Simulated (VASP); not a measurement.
A run of VASP 6.6.1 is set up as follows.

File INCAR:

```
PREC = Accurate ; ENCUT = 500
EDIFF = 1E-7 ; ISMEAR = 0
SIGMA = 0.1 ; LREAL = F
LASPH = T ; NELM = 200
ALGO = Normal ; ISIF = 3
LWAVE = F ; LCHARG = F
GGA = PE ; IBRION = 2
NSW = 90 ; EDIFFG = -0.04
GGA_COMPAT = F ; NELMIN = 4
LMAXMIX = 6
```

KPOINTS

```
regular mesh
0
Gamma
  4 4 4
```

Contents of POSCAR:

```
Cs2NdSe
1.0
    5.1054359400      0.0000000000      0.0000000000
    0.0000000000      5.1054359400      0.0000000000
    0.0000000000      0.0000000000      6.9217938100
Cs Nd Se
2 1 1
Direct
    0.0000000000      0.0000000000      0.2298885500
    0.0000000000      0.0000000000      0.7701114500
    0.5000000000      0.5000000000      0.0000000000
    0.5000000000      0.5000000000      0.5000000000
```

Potentials or basis: VASP PAW PBE potentials, release 64 (Cs_sv, Nd_3, Se), 4f in core.

Command:

```bash
$ cat potpaw_PBE.64/Cs_sv/POTCAR potpaw_PBE.64/Nd_3/POTCAR potpaw_PBE.64/Se/POTCAR > POTCAR
$ mpirun -np 1 vasp_std > vasp.out
```

**Question.** Estimate the space group after relaxing (to 0.1 Å).

**Answer.** P4/mmm (No. 123).

**Question.** What does it give for the relaxed volume?

**Answer.** 43.94 Å³/atom.

**Question.** Estimate the relaxed cell.

**Answer.** a = 5.127 Å, b = 5.127 Å, c = 6.686 Å, α = 90.00°, β = 90.00°, γ = 90.00°.

**Question.** Estimate the band gap on the k mesh.

**Answer.** Zero (an odd number of electrons rules out a gap without spin polarisation).

Stress tensor (GPa, compression positive):
```
-0.14  0.00  0.00
 0.00 -0.14  0.00
 0.00  0.00  0.09
```

Caveat: spin-orbit coupling is left out, which moves the levels of the heavy elements; the 4f electrons are frozen in the core, so they carry no moment and show no levels; the run has no spin polarisation, though such a crystal can be magnetic. With open d or f shells a metallic result of PBE can be an artefact of self-interaction; +U or a hybrid may open a gap.
